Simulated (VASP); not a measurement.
# SiC (Moissanite) (P6_3mc) in VASP: further runs, part 2 of 2

VASP 6.6.1. The steps go on from the part before.

### 4 Single point, PBEsol

INCAR

```
PREC = Accurate ; ENCUT = 520
EDIFF = 1E-6 ; ISMEAR = -1
SIGMA = 0.02 ; LREAL = False
LASPH = True ; NELM = 60
ALGO = Normal ; ISIF = 2
LWAVE = False ; LCHARG = True
GGA = PS ; LELF = True
LVHAR = True ; NBANDS = 16
```

KPOINTS

```
regular mesh
0
Gamma
  12 12 6
```

POSCAR

```
SiC
1.0
    3.0758409884      0.0000000000      0.0000000000
   -1.5379204942      2.6637564340      0.0000000000
    0.0000000000      0.0000000000      5.0476723020
Si C
2 2
Direct
    0.3333333333      0.6666666667      0.0045943780
    0.6666666667      0.3333333333      0.5045943780
    0.3333333333      0.6666666667      0.3804056220
    0.6666666667      0.3333333333      0.8804056220
```

Potentials or basis: VASP PAW PBE potentials, release 64 (Si, C).

The run is started by

```bash
$ cat potpaw_PBE.64/Si/POTCAR potpaw_PBE.64/C/POTCAR > POTCAR
$ mpirun -np 1 vasp_std > vasp.out
```

OUTCAR:

```text
PREC = Accurate
   ENCUT = 520
   EDIFF = 1E-6
   ISMEAR = -1
   LREAL = False
   LASPH = True
   NELM = 60
   ISIF = 2
   GGA = PS

 ion  position               nearest neighbor table
   1  0.333  0.667  0.005-   4 1.88   4 1.88   4 1.88   3 1.90   2 3.09   2 3.09   2 3.09   2 3.09
                             2 3.09   2 3.09
   2  0.667  0.333  0.505-   3 1.88   3 1.88   3 1.88   4 1.90   1 3.09   1 3.09   1 3.09   1 3.09
                             1 3.09   1 3.09
   3  0.333  0.667  0.380-   2 1.88   2 1.88   2 1.88   1 1.90
   4  0.667  0.333  0.880-   1 1.88   1 1.88   1 1.88   2 1.90

  LATTYP: Found a hexagonal cell.
 ALAT       =     3.0758409884
 C/A-ratio  =     1.6410706278

  Lattice vectors:

 A1 = (   3.0758409884,   0.0000000000,   0.0000000000)
 A2 = (  -1.5379204942,   2.6637564340,   0.0000000000)
 A3 = (   0.0000000000,   0.0000000000,   5.0476723020)

Analysis of symmetry for initial positions (statically):
=====================================================================
 Subroutine PRICEL returns:
 Original cell was already a primitive cell.

 Routine SETGRP: Setting up the symmetry group for a
 hexagonal supercell.

 Subroutine GETGRP returns: Found 12 space group operations
 (whereof  6 operations were pure point group operations)
 out of a pool of 24 trial point group operations.

The static configuration has the point symmetry C_3v.
 The point group associated with its full space group is C_6v.

Analysis of symmetry for dynamics (positions and initial velocities):
=====================================================================
 Subroutine PRICEL returns:
 Original cell was already a primitive cell.

 Routine SETGRP: Setting up the symmetry group for a
 hexagonal supercell.

 Subroutine GETGRP returns: Found 12 space group operations
 (whereof  6 operations were pure point group operations)
 out of a pool of 24 trial point group operations.

The dynamic configuration has the point symmetry C_3v.
 The point group associated with its full space group is C_6v.

[... 119 lines left out ...]
   IALGO  =     38    algorithm
   IMIX   =      4    mixing-type and parameters
     AMIX     =   0.40;   BMIX     =  1.00
     AMIX_MAG =   1.60;   BMIX_MAG =  1.00
  volume/ion in A,a.u.               =      10.34        69.77
  Fermi-wavevector in a.u.,A,eV,Ry     =   1.192884  2.254224 19.360721  1.422973
  Thomas-Fermi vector in A             =   2.328912
   LORBIT       =      0    0 simple, 1 ext, 2 COOP (PROOUT), +10 PAW based schemes
   GGA     = PS    functional components
   LHFCALC =     F    Hartree Fock is set to
   AEXX    =    0.0000 exact exchange contribution
   IVDW    =     0    specifies the selected vdW correction
   LEPSILON=     F    determine dielectric tensor
   LRPA    =     F    only Hartree local field effects (RPA)
 non-spin polarized calculation
  energy-cutoff  :      520.00
  volume of cell :       41.36
 maximum number of plane-waves:      1132
 NGX is ok and might be reduce to    24
   NGX = 11   NGY = 11   NGZ = 19

 number of electron      15.9999999 magnetization

 Free energy of the ion-electron system (eV)
  ---------------------------------------------------
  ext. energy  EPLUGINS =         0.00000000
  ---------------------------------------------------
  free energy    TOTEN  =       -31.82219191 eV

  energy without entropy =      -31.82219191  energy(sigma->0) =      -31.82219191

 E-fermi :   8.5771     XC(G=0): -11.5000

 val. band max:        8.2108098695   @ k =   0.0000   0.0000   0.0000
 cond. band min:      10.3238568642   @ k =   0.3333   0.3333   0.0000
 fundamental gap:      2.1130469947
 Fermi energy:         8.5770666352

 k-point     1 :       0.0000    0.0000    0.0000
  band No.  band energies     occupation
      1      -7.3807      2.00000
      2      -3.7756      2.00000
      3      -0.5534      2.00000
      4       6.8884      2.00000
      5       6.8884      2.00000
      6       8.0976      2.00000
[... 433 lines left out ...]
      3       0.8533      2.00000
      4       2.5132      2.00000
      5       3.4161      2.00000
      6       5.3407      2.00000
[... 8 lines left out ...]
     15      19.4456      0.00000
     16      20.1935      0.00000

 [... further k-points ...]
[... 5 lines left out ...]
  --------------------------------------------------------------------------------------
  -------------------------------------------------------------------------------------
  Total        0.0953528      0.0953528      0.0936422      0.0000000      0.0000000      0.0000000
  in kB        3.6939781      3.6939781      3.6277123      0.0000000      0.0000000      0.0000000
  external PRESSURE =       3.6718895 kB  Pullay stress =       0.0000000 kB

 VOLUME and BASIS-vectors are now :
 -----------------------------------------------------------------------------
  energy-cutoff  :      520.00
  volume of cell :       41.36
      direct lattice vectors                 reciprocal lattice vectors
     3.075840988  0.000000000  0.000000000     0.325114336  0.187704849  0.000000000
    -1.537920494  2.663756434  0.000000000     0.000000000  0.375409699  0.000000000
     0.000000000  0.000000000  5.047672302     0.000000000  0.000000000  0.198111117

 POSITION                                       TOTAL-FORCE (eV/Angst)
 -----------------------------------------------------------------------------------
     -0.00000      1.77584      0.02319        -0.000000     -0.000000      0.000567
      1.53792      0.88792      2.54703         0.000000      0.000000      0.000567
     -0.00000      1.77584      1.92016        -0.000000      0.000000     -0.000567
      1.53792      0.88792      4.44400         0.000000     -0.000000     -0.000567
 -----------------------------------------------------------------------------------
    total drift:                               -0.000000     -0.000000     -0.000145

  FREE ENERGIE OF THE ION-ELECTRON SYSTEM (eV)
  ---------------------------------------------------
  free  energy   TOTEN  =       -31.8221919098 eV

  energy  without entropy=      -31.8221919097  energy(sigma->0) =      -31.82219191
```

Wall time 43 s (1 thread of AMD EPYC 7R43 (Zen 3), shared host); peak memory 0.14 GiB.

What came out:

```
Free energy            : -31.8222 eV
Pressure               : 0.4 GPa
Band gap on the k mesh : 2.11 eV, indirect (least direct gap 3.85 eV)
```

Levels at points of the mesh, in eV from the valence-band top:
```
           k point  band 5  band 6  band 7  band 8  band 9  band 10  band 11  band 12
(0.00, 0.00, 0.00)   -1.32   -0.11    0.00    0.00    4.74     6.15     6.59     6.59
(0.50, 0.00, 0.00)   -5.48   -3.34   -3.34   -1.20    2.65     4.12     6.80     7.04
(0.00, 0.00, 0.50)   -0.72   -0.72   -0.72   -0.72    5.83     5.83     7.27     7.27
(0.50, 0.00, 0.50)   -2.46   -2.46   -2.34   -2.34    3.17     3.17     5.16     5.16
```

Caveat: the PAW data sets were made with another functional, which shifts forces and pressure a little. A k mesh can miss the band edges.

### 5 Single point, PBE

This run uses another cell than the first one, of 10.50 Å³/atom, 1.015 times its volume.

INCAR

```
SYSTEM = SiC
  PREC = Accurate
  ENCUT = 520
  EDIFF = 1E-6
  ISMEAR = -1
  SIGMA = 0.02
  LREAL = .False.
  LASPH = .True.
  NELM = 60
  ALGO = Normal
  ISIF = 2
  LWAVE = .False.
  LCHARG = .False.
  GGA = PE
  NBANDS = 16
```

KPOINTS

```
regular mesh
0
Gamma
  12 12 6
  0 0 0
```

POSCAR

```
SiC
1.0
    3.0917755660      0.0000000000      0.0000000000
   -1.5458877830      2.6775561830      0.0000000000
    0.0000000000      0.0000000000      5.0739857101
Si C
2 2
Direct
    0.3333333333      0.6666666667      0.0045819975
    0.6666666667      0.3333333333      0.5045819975
    0.3333333333      0.6666666667      0.3804180025
    0.6666666667      0.3333333333      0.8804180025
```

The run is started by

```bash
$ cat potpaw_PBE.64/Si/POTCAR potpaw_PBE.64/C/POTCAR > POTCAR
$ mpirun -np 1 vasp_std > vasp.out
```

Run time: 56 s. Hardware: 1 thread of AMD EPYC 7R43 (Zen 3), shared host; peak memory 0.14 GiB.

The run converged. Its results:

- Free energy: -30.1103 eV
- Pressure: 0.0 GPa
- Band gap on the k mesh: 2.30 eV, indirect (least direct gap 3.94 eV)

Levels at points of the mesh, in eV from the valence-band top:
| k point | band 6 | band 7 | band 8 | band 9 | band 10 | band 11 |
| --- | --- | --- | --- | --- | --- | --- |
| (0.00, 0.00, 0.00) | -0.11 | 0.00 | 0.00 | 4.68 | 6.05 | 6.58 |
| (0.50, 0.00, 0.00) | -3.29 | -3.24 | -1.19 | 2.75 | 4.21 | 6.76 |
| (0.00, 0.00, 0.50) | -0.71 | -0.71 | -0.71 | 5.76 | 5.76 | 7.27 |
| (0.50, 0.00, 0.50) | -2.42 | -2.31 | -2.31 | 3.25 | 3.25 | 5.19 |

### 6 Single point, r2SCAN

This run uses another cell than the first one, of 9.72 Å³/atom, 0.940 times its volume.

POSCAR

```
SiC
1.0
    3.0127288399      0.0000000000      0.0000000000
   -1.5063644200      2.6090997101      0.0000000000
    0.0000000000      0.0000000000      4.9455587000
Si C
2 2
Direct
    0.3333333333      0.6666666667      0.0046207413
    0.6666666667      0.3333333333      0.5046207413
    0.3333333333      0.6666666667      0.3803792587
    0.6666666667      0.3333333333      0.8803792587
```

INCAR.step1

```
SYSTEM = SiC
PREC = Accurate
ENCUT = 520
ISMEAR = -1
SIGMA = 0.02
LREAL = .FALSE.
LASPH = .TRUE.
NELM = 100
NBANDS = 16
GGA = PE
ALGO = Normal
EDIFF = 1E-4
LWAVE = .TRUE.
LCHARG = .FALSE.
```

INCAR.step2

```
SYSTEM = SiC
PREC = Accurate
ENCUT = 520
EDIFF = 1E-6
ISMEAR = -1
SIGMA = 0.02
LREAL = .FALSE.
LASPH = .TRUE.
NELM = 100
ALGO = Normal
ISIF = 2
LWAVE = .FALSE.
LCHARG = .FALSE.
METAGGA = R2SCAN
LMIXTAU = .TRUE.
NBANDS = 16
ISTART = 1
```

KPOINTS

```
Automatic mesh
0
G
  12 12 6
  0 0 0
```

Potentials or basis: VASP PAW PBE potentials, release 64 (Si, C).

The run is started by

```bash
$ cat potpaw_PBE.64/Si/POTCAR potpaw_PBE.64/C/POTCAR > POTCAR
$ cp INCAR.step1 INCAR
$ mpirun -np 1 vasp_std > vasp.out
$ cp INCAR.step2 INCAR
$ mpirun -np 1 vasp_std > vasp.out
```

It took 4.3 min on 1 thread of AMD EPYC 7R43 (Zen 3), shared host; peak memory 0.15 GiB.

It converged, with:

```yaml
Free_energy: -38.5241 eV
Pressure: 15.6 GPa
Largest_force: 0.006 eV/Å
Band_gap_on_the_k_mesh: 2.56 eV, indirect (least direct gap 4.63 eV)
```

Forces on the atoms (eV/Å):
```
Si   0.000  0.000  0.006
Si   0.000  0.000  0.006
C    0.000  0.000 -0.006
C    0.000  0.000 -0.006
```

Stress tensor (GPa, compression positive):
```
15.73  0.00  0.00
 0.00 15.73  0.00
 0.00  0.00 15.30
```

Levels at points of the mesh, in eV from the valence-band top:
```tsv
k point	band 4	band 5	band 6	band 7	band 8	band 9	band 10	band 11	band 12	band 13
(0.00, 0.00, 0.00)	-1.41	-1.41	-0.12	0.00	0.00	5.95	7.46	7.60	7.60	8.93
(0.50, 0.00, 0.00)	-6.70	-5.84	-3.60	-3.54	-1.27	3.36	4.74	7.91	7.97	11.43
(0.00, 0.00, 0.50)	-4.75	-0.76	-0.76	-0.76	-0.76	7.07	7.07	8.26	8.26	8.26
(0.50, 0.00, 0.50)	-8.83	-2.64	-2.64	-2.51	-2.51	3.87	3.87	6.09	6.09	11.57
```

Caveat: the PAW data sets were made with another functional, which shifts forces and pressure a little. r2SCAN opens gaps a little over a GGA but as a rule still falls short of measured ones.

### 7 Overview

| task | level | potentials or basis | cell | cutoff (eV) | gap on the mesh (eV) | pressure (GPa) |
| --- | --- | --- | --- | --- | --- | --- |
| relaxation of cell and atoms | LDA | VASP PAW LDA potentials, release 64 (Si, C) | relaxed from a = 3.076, b = 3.076, c = 5.048 Å, angles 90.0, 90.0, 120.0°, 4 atoms | 600 | 2.12 | -0.2 |
| single point | LDA | VASP PAW LDA potentials, release 64 (Si, C) | a = 3.057, b = 3.057, c = 5.016 Å, angles 90.0, 90.0, 120.0°, 4 atoms | 520 | 2.12 | 0.4 |
| single point | PBEsol | VASP PAW PBE potentials, release 64 (Si, C) | a = 3.076, b = 3.076, c = 5.048 Å, angles 90.0, 90.0, 120.0°, 4 atoms | 520 | 2.11 | 0.4 |
| single point | PBE | VASP PAW PBE potentials, release 64 (Si, C) | a = 3.092, b = 3.092, c = 5.074 Å, angles 90.0, 90.0, 120.0°, 4 atoms | 520 | 2.30 | 0.0 |
| single point | r2SCAN | VASP PAW PBE potentials, release 64 (Si, C) | a = 3.013, b = 3.013, c = 4.946 Å, angles 90.0, 90.0, 120.0°, 4 atoms | 520 | 2.56 | 15.6 |

Alike in all rows: no spin polarisation; k mesh 12 × 12 × 6; smearing fermi-dirac 0.02 eV.

Caveats: the PAW data sets were made with another functional, which shifts forces and pressure a little (some runs).

Total energies depend on the potentials used, so only differences within one code and one set of settings carry meaning.
